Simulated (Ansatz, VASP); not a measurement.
## Two plane-wave programs on Cu

File INCAR:

```
ALGO = Normal
EDIFF = 1E-6
ENCUT = 820
GGA = PS
GGA_COMPAT = F
ISIF = 2
ISMEAR = -1
LASPH = T
LCHARG = T
LELF = T
LREAL = F
LVHAR = T
LWAVE = F
NBANDS = 26
NELM = 120
PREC = Accurate
SIGMA = 0.05
```

Contents of KPOINTS:

```
k-points
0
Gamma
  11 11 11
```

Contents of POSCAR:

```
Cu
1.0
    1.1935901047     -3.8952046620      0.0000000000
    1.1935901047      3.8952046620      0.0000000000
    0.0000000000      0.0000000000      2.4249610270
Cu
2
Direct
    0.8661333500      0.1338666500      0.7500000000
    0.1338666500      0.8661333500      0.2500000000
```

The input input.yaml:

```yaml
crystal:
  lattice:
    - [1.1935901047, -3.895204662, 0.0]
    - [1.1935901047, 3.895204662, 0.0]
    - [0.0, 0.0, 2.424961027]
  atoms:
    - { symbol: Cu, position: [0.86613335, 0.13386665, 0.75] }
    - { symbol: Cu, position: [0.13386665, 0.86613335, 0.25] }
hamiltonian:
  xc: pbesol
  pseudopotentials: { kind: paw }
kpoints:
  mp_grid: { grid: [11, 11, 11] }
scf:
  occupations: { method: fermi_dirac, width: 0.05 }
output:
  forces: true
  stress: true
  eigenvalues: true
```

Alike in both runs: task single point; functional PBEsol; k mesh 11 × 11 × 11; occupations fermi-dirac, width 0.05 eV; no spin polarisation.

|  | VASP | Ansatz |
| --- | --- | --- |
| version | VASP 6.6.1 | Ansatz 0.2.0 |
| potentials or method | VASP PAW PBE potentials, release 64 (Cu_sv_GW) | Ansatz PAW |
| plane-wave cutoff (eV) | 820 | 420 |
| valence electrons in the cell | 38 | 38 |

VASP gave:

```
gap on the k mesh at the Fermi level (eV)                     : none
pressure (GPa)                                                : 7.2
traceless stress, the component that is largest in VASP (GPa) : 0.80
rms of the force components (eV/Å)                            : 0.044
```

Task: Estimate Ansatz's values.

Result: gap on the k mesh at the Fermi level (eV): none; pressure (GPa): 9.0; traceless stress, the component that is largest in VASP (GPa): 0.80; rms of the force components (eV/Å): 0.047.

VASP's potentials were made for PBE, not for PBEsol. Atom by atom the forces differ by 0.003 eV/Å (rms over components). A gap of «none» marks a metal or a gap that the smearing closes.
